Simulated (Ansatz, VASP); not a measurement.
## Two plane-wave programs on InSb

File INCAR:

```
PREC = Accurate
ENCUT = 520
EDIFF = 1E-6
ISMEAR = 0
SIGMA = 0.15
LREAL = False
LASPH = True
NELM = 80
ALGO = Normal
ISIF = 2
LWAVE = False
LCHARG = True
GGA = PE
LELF = True
LVHAR = True
NBANDS = 16
```

The input KPOINTS:

```
Automatic mesh
0
Gamma
  16 16 16
```

Contents of POSCAR:

```
InSb
1.0
   -2.8595500000      2.8595500000      1.5530500000
    2.8595500000     -2.8595500000      1.5530500000
    2.8595500000      2.8595500000     -1.5530500000
In Sb
1 1
Direct
    0.2500000000      0.7500000000      0.5000000000
    0.0000000000      0.0000000000      0.0000000000
```

Input for Ansatz:

```yaml
crystal:
  lattice:
    - [-2.85955, 2.85955, 1.55305]
    - [2.85955, -2.85955, 1.55305]
    - [2.85955, 2.85955, -1.55305]
  atoms:
    - { symbol: In, position: [0.25, 0.75, 0.5] }
    - { symbol: Sb, position: [0.0, 0.0, 0.0] }
basis:
  ecutwfc: 420
kpoints:
  mp_grid: { grid: [16, 16, 16] }
hamiltonian:
  xc: pbe
  pseudopotentials: { kind: paw, azcp: { folder: soft_1 } }
scf:
  occupations: { method: gaussian, width: 0.15 }
output:
  forces: true
  stress: true
  eigenvalues: true
```

Alike in both runs: task single point; functional PBE; k mesh 16 × 16 × 16; occupations gaussian, width 0.15 eV; no spin polarisation.

|  | VASP | Ansatz |
| --- | --- | --- |
| version | VASP 6.6.1 | Ansatz 0.2.0 |
| potentials or method | VASP PAW PBE potentials, release 64 (In_d, Sb), cutoff 520 eV | scalar-relativistic, plane waves, PAW |
| valence electrons in the cell | 18 | 28 |

```tsv
	VASP	Ansatz	Ansatz less VASP
gap on the k mesh at the Fermi level (eV)	none	none	-
pressure (GPa)	6.6	6.7	+0.05
traceless stress, the component that is largest in VASP (GPa)	-0.07	-0.09	-0.014
```

A gap of «none» marks a metal or a gap that the smearing closes. VASP's potentials hold 18 valence electrons a cell and Ansatz's 28, so a difference there can come from the potentials and not from the codes.

Spin-orbit coupling is off throughout.
